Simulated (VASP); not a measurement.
Wanted: the native input for a VASP 6.6.1 run.

- Task: single point
- Functional: LDA
- Potentials or basis: VASP PAW LDA potentials, release 64 (B, Fe)
- Cutoff: 520 eV
- k mesh: 5 × 5 × 5
- Occupations: gaussian, width 0.0755 eV
- Spin: non-collinear spin, typed start
- Starting moments: [[0.0, 0.0, 0.0], [0.0, 0.0, 0.0], [-2.647, 2.947, 0.555], [-3.38, 1.039, -1.869], [2.098, -3.315, -0.782], [-0.446, 3.564, -1.761]] μB
- Dipole correction: no
- Further INCAR settings: ALGO = Normal; EDIFF = 1e-07; NBANDS = 54

The structure of Fe2B lies in POSCAR:

```
Fe2B
1.0
   -2.5859218400      2.5859218400      2.1506325900
    2.5859218400     -2.5859218400      2.1506325900
    2.5859218400      2.5859218400     -2.1506325900
B Fe
2 4
Direct
    0.2500000000      0.2500000000      0.0000000000
    0.7500000000      0.7500000000      0.0000000000
    0.6661000000      0.1661000000      0.8322000000
    0.1661000000      0.3339000000      0.5000000000
    0.3339000000      0.8339000000      0.1678000000
    0.8339000000      0.6661000000      0.5000000000
```

The input as run:

INCAR

```
PREC = Accurate ; ENCUT = 520
EDIFF = 1E-7 ; ISMEAR = 0
SIGMA = 0.0755 ; LREAL = F
LASPH = T ; NELM = 150
ALGO = Normal ; ISIF = 2
LWAVE = F ; LCHARG = F
LNONCOLLINEAR = T ; MAGMOM = 0 0 0 0 0 0 -2.647 2.947 0.555 -3.38 1.039 -1.869 2.098 -3.315 -0.782 -0.446 3.564 -1.761
LORBIT = 11 ; LMAXMIX = 4
NBANDS = 54
```

KPOINTS

```
regular mesh
0
Gamma
  5 5 5
```

Potentials or basis: VASP PAW LDA potentials, release 64 (B, Fe).

Launch:

```sh
$ cat potpaw_LDA.64/B/POTCAR potpaw_LDA.64/Fe/POTCAR > POTCAR
$ mpirun -np 1 vasp_ncl > vasp.out
```

Results of the run:

| Quantity | Value |
| --- | --- |
| Pressure | -30.2 GPa |
| Largest force | 0.126 eV/Å |
| Band gap on the k mesh | zero (bands 38 and 39 overlap by 0.41 eV) |
| Net moment | 7.47 μB per cell |
| Valence electrons inside the program's atomic spheres | B 1.75; Fe 7.35 |

Caveat: the k points lie up to 0.38 Å⁻¹ apart.

It took 14 min on 1 thread of Intel(R) Xeon(R) 6975P-C (Granite Rapids), on a shared host, peak memory 0.59 GiB.
